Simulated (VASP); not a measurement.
# ScAl (Cmcm) in VASP: single point with PBEsol

Aim: the single point of ScAl with PBEsol.

Program: VASP 6.6.1. These are calculated values, not measurements. Logs are shortened: lines on timing, memory, paths and dates and some standing lists are left out, and cuts for length are marked.

## Step 1: The cell of the first run

It takes space group Cmcm (No. 63, orthorhombic). The conventional cell has a = 3.291 Å, b = 11.183 Å, c = 4.337 Å, α = 90.00°, β = 90.00°, γ = 90.00°. Within 3.8 Å of Sc (site symmetry m2m) lie 7 Al at 2.91 to 3.08 Å and 6 Sc at 3.29 to 3.35 Å. Within 3.5 Å of Al (site symmetry m2m) lie 4 Al at 2.67 to 3.29 Å and 7 Sc at 2.91 to 3.08 Å.

## Step 2: Single point, PBEsol (strain +0.0150 x Voigt [0, 1, 0, 0, 0, 0])

INCAR

```
PREC = Accurate
ENCUT = 520
EDIFF = 1E-7
ISMEAR = 0
SIGMA = 0.15
LREAL = False
LASPH = True
NELM = 60
ALGO = Fast
ISIF = 2
LWAVE = False
LCHARG = False
GGA = PS
NBANDS = 22
```

KPOINTS

```
regular mesh
0
Gamma
  16 16 12
```

POSCAR

```
ScAl
1.0
    1.6453573193     -5.5912641155      0.0000000000
    1.6453573193      5.5912641155      0.0000000000
    0.0000000000      0.0000000000      4.3368114847
Sc Al
2 2
Direct
    0.8372590791      0.1627409209      0.2500000000
    0.1627409209      0.8372590791      0.7500000000
    0.5696044066      0.4303955934      0.2500000000
    0.4303955934      0.5696044066      0.7500000000
```

Potentials or basis: VASP PAW PBE potentials, release 64 (Sc_sv, Al).

Run with:

```console
$ cat potpaw_PBE.64/Sc_sv/POTCAR potpaw_PBE.64/Al/POTCAR > POTCAR
$ mpirun -np 1 vasp_std > vasp.out
```

OUTCAR:

```text
PREC = Accurate
   ENCUT = 520
   EDIFF = 1E-7
   ISMEAR = 0
   LREAL = False
   LASPH = True
   NELM = 60
   ISIF = 2
   GGA = PS

 ion  position               nearest neighbor table
   1  0.837  0.163  0.250-   4 2.91   4 2.91   4 2.91   4 2.91   3 2.99   3 3.08   3 3.08   2 3.35
                             2 3.35   2 3.35   2 3.35
   2  0.163  0.837  0.750-   3 2.91   3 2.91   3 2.91   3 2.91   4 2.99   4 3.08   4 3.08   1 3.35
                             1 3.35   1 3.35   1 3.35
   3  0.570  0.430  0.250-   4 2.67   4 2.67   2 2.91   2 2.91   2 2.91   2 2.91   1 2.99   1 3.08
                             1 3.08
   4  0.430  0.570  0.750-   3 2.67   3 2.67   1 2.91   1 2.91   1 2.91   1 2.91   2 2.99   2 3.08
                             2 3.08

  LATTYP: Found a base centered orthorhombic cell.
 ALAT       =     3.2907146386
 B/A-ratio  =     3.3982066083
 C/A-ratio  =     1.3178935158

  Lattice vectors:

 A1 = (   1.6453573193,  -5.5912641155,   0.0000000000)
 A2 = (   1.6453573193,   5.5912641155,   0.0000000000)
 A3 = (   0.0000000000,   0.0000000000,   4.3368114847)

Analysis of symmetry for initial positions (statically):
=====================================================================
 Subroutine PRICEL returns:
 Original cell was already a primitive cell.

 Routine SETGRP: Setting up the symmetry group for a
 base centered orthorhombic supercell.

 Subroutine GETGRP returns: Found  8 space group operations
 (whereof  4 operations were pure point group operations)
 out of a pool of  8 trial point group operations.

The static configuration has the point symmetry C_2h.
 The point group associated with its full space group is D_2h.

Analysis of symmetry for dynamics (positions and initial velocities):
=====================================================================
 Subroutine PRICEL returns:
 Original cell was already a primitive cell.

 Routine SETGRP: Setting up the symmetry group for a
 base centered orthorhombic supercell.

 Subroutine GETGRP returns: Found  8 space group operations
 (whereof  4 operations were pure point group operations)
 out of a pool of  8 trial point group operations.

The dynamic configuration has the point symmetry C_2h.
 The point group associated with its full space group is D_2h.

 Subroutine INISYM returns: Found  8 space group operations
 (whereof  4 operations are pure point group operations),
 and found     1 'primitive' translations

----------------------------------------------------------------------------------------

                                     Primitive cell

  volume of cell :      79.7941

  direct lattice vectors                    reciprocal lattice vectors
[... 91 lines left out ...]
   EDIFF  = 0.1E-06   stopping-criterion for ELM
   LREAL  =      F    real-space projection
   EDIFFG = 0.1E-05   stopping-criterion for IOM
   NSW    =      0    number of steps for IOM
   IBRION =     -1    ionic relax: 0-MD 1-quasi-New 2-CG
   NFREE  =      0    steps in history (QN), initial steepest desc. (CG)
   ISIF   =      2    stress and relaxation
   ISYM   =      2    0-nonsym 1-usesym 2-fastsym
   POTIM  = 0.5000    time-step for ionic-motion
   TEBEG  =    0.0;   TEEND  =   0.0 temperature during run
   PSTRESS=    0.0 pullay stress
   NELECT =      28.0000    total number of electrons
   NUPDOWN=      -1.0000    fix difference up-down
   EMIN   =  10.00;   EMAX   =-10.00  energy-range for DOS
   EFERMI =   0.00;   METHOD = LEGACY
   ISMEAR =     0;   SIGMA  =   0.15  broadening in eV -4-tet -1-fermi 0-gaus
   EFERMI_NEDOS =   21; number of points for ismear=-14 and -15
   IALGO  =     68    algorithm
   IMIX   =      4    mixing-type and parameters
     AMIX     =   0.40;   BMIX     =  1.00
     AMIX_MAG =   1.60;   BMIX_MAG =  1.00
  volume/ion in A,a.u.               =      19.95       134.62
  Fermi-wavevector in a.u.,A,eV,Ry     =   1.154704  2.182074 18.141203  1.333341
  Thomas-Fermi vector in A             =   2.291338
   LORBIT       =      0    0 simple, 1 ext, 2 COOP (PROOUT), +10 PAW based schemes
   GGA     = PS    functional components
   LHFCALC =     F    Hartree Fock is set to
   AEXX    =    0.0000 exact exchange contribution
   IVDW    =     0    specifies the selected vdW correction
   LEPSILON=     F    determine dielectric tensor
   LRPA    =     F    only Hartree local field effects (RPA)
 non-spin polarized calculation
 RMM-DIIS sequential band-by-band and
 Gauss-broadening in eV      SIGMA  =   0.15
  energy-cutoff  :      520.00
  volume of cell :       79.79
 maximum number of plane-waves:      2178
 NGX is ok and might be reduce to    48
   NGX = 21   NGY = 21   NGZ = 17

 number of electron      28.0000001 magnetization

 Free energy of the ion-electron system (eV)
  ---------------------------------------------------
  ext. energy  EPLUGINS =         0.00000000
  ---------------------------------------------------
  free energy    TOTEN  =       -23.04362846 eV

  energy without entropy =      -22.98727685  energy(sigma->0) =      -23.01545266

 E-fermi :   5.2838     XC(G=0): -10.2208

 val. band max:        5.2835212713   @ k =   0.5000   0.1250   0.0833
 cond. band min:       5.2845335392   @ k =   0.5000   0.3750   0.4167
 fundamental gap:      0.0010122678
 Fermi energy:         5.2838408877

 k-point     1 :       0.0000    0.0000    0.0000
  band No.  band energies     occupation
      1     -43.8007      2.00000
      2     -43.7702      2.00000
      3     -22.6110      2.00000
      4     -22.6057      2.00000
      5     -22.5039      2.00000
      6     -22.4871      2.00000
[... 589 lines left out ...]
     21       8.1901      0.00000
     22       8.3653      0.00000

 [... further k-points ...]
[... 5 lines left out ...]
  --------------------------------------------------------------------------------------
  -------------------------------------------------------------------------------------
  Total       -0.2066182     -1.1765596     -0.2400632      0.0000000     -0.0000000      0.0000000
  in kB       -4.1486645    -23.6240162     -4.8202037      0.0000000     -0.0000000      0.0000000
  external PRESSURE =     -10.8642948 kB  Pullay stress =       0.0000000 kB

 VOLUME and BASIS-vectors are now :
 -----------------------------------------------------------------------------
  energy-cutoff  :      520.00
  volume of cell :       79.79
      direct lattice vectors                 reciprocal lattice vectors
     1.645357319 -5.591264115  0.000000000     0.303885359 -0.089425216  0.000000000
     1.645357319  5.591264115  0.000000000     0.303885359  0.089425216  0.000000000
     0.000000000  0.000000000  4.336811485     0.000000000  0.000000000  0.230584152

 POSITION                                       TOTAL-FORCE (eV/Angst)
 -----------------------------------------------------------------------------------
      1.64536     -3.77141      1.08420         0.000000      0.028189      0.000000
      1.64536      3.77141      3.25261         0.000000     -0.028189     -0.000000
      1.64536     -0.77835      1.08420         0.000000      0.035456     -0.000000
      1.64536      0.77835      3.25261         0.000000     -0.035456     -0.000000
 -----------------------------------------------------------------------------------
    total drift:                                0.000000      0.000000      0.000000

  FREE ENERGIE OF THE ION-ELECTRON SYSTEM (eV)
  ---------------------------------------------------
  free  energy   TOTEN  =       -23.0436284574 eV

  energy  without entropy=      -22.9872768529  energy(sigma->0) =      -23.01545266
```

OSZICAR:

```text
N       E                     dE             d eps       ncg     rms          rms(c)
DAV:   1     0.371902678592E+03    0.37190E+03   -0.12671E+04 22708   0.123E+03
DAV:   2     0.762720410598E-01   -0.37183E+03   -0.36258E+03 29412   0.495E+02
DAV:   3    -0.250138347868E+02   -0.25090E+02   -0.23973E+02 36792   0.147E+02
[... 15 lines left out ...]
RMM:  19    -0.230436327884E+02   -0.41267E-05   -0.16275E-05 33392   0.289E-02    0.179E-02
RMM:  20    -0.230436303499E+02    0.24385E-05   -0.15899E-06 29328   0.205E-02    0.112E-02
RMM:  21    -0.230436282199E+02    0.21300E-05   -0.91008E-06 31827   0.256E-02    0.575E-03
RMM:  22    -0.230436284050E+02   -0.18504E-06   -0.12488E-06 28968   0.910E-03    0.341E-03
RMM:  23    -0.230436284574E+02   -0.52475E-07   -0.47217E-07 25667   0.731E-03
   1 F= -.23043628E+02 E0= -.23015453E+02  d E =-.563516E-01
```

Run time: 18 min. Hardware: 1 thread of AMD EPYC 9R45 (Zen 5), shared host; peak memory 0.83 GiB.

Results:

* Free energy: -23.0436 eV
* Pressure: -1.1 GPa
* Largest force: 0.035 eV/Å
* Band gap on the k mesh: zero (bands 14 and 15 overlap by 1.46 eV)

Forces in eV/Å, atoms in the order of the input:
```
Sc   0.000  0.028  0.000
Sc   0.000 -0.028  0.000
Al   0.000  0.035  0.000
Al   0.000 -0.035  0.000
```

Caveat: the cell differs from its parent crystal (strain +0.0150 x Voigt [0, 1, 0, 0, 0, 0]); the PAW data sets were made with another functional, which shifts forces and pressure a little.
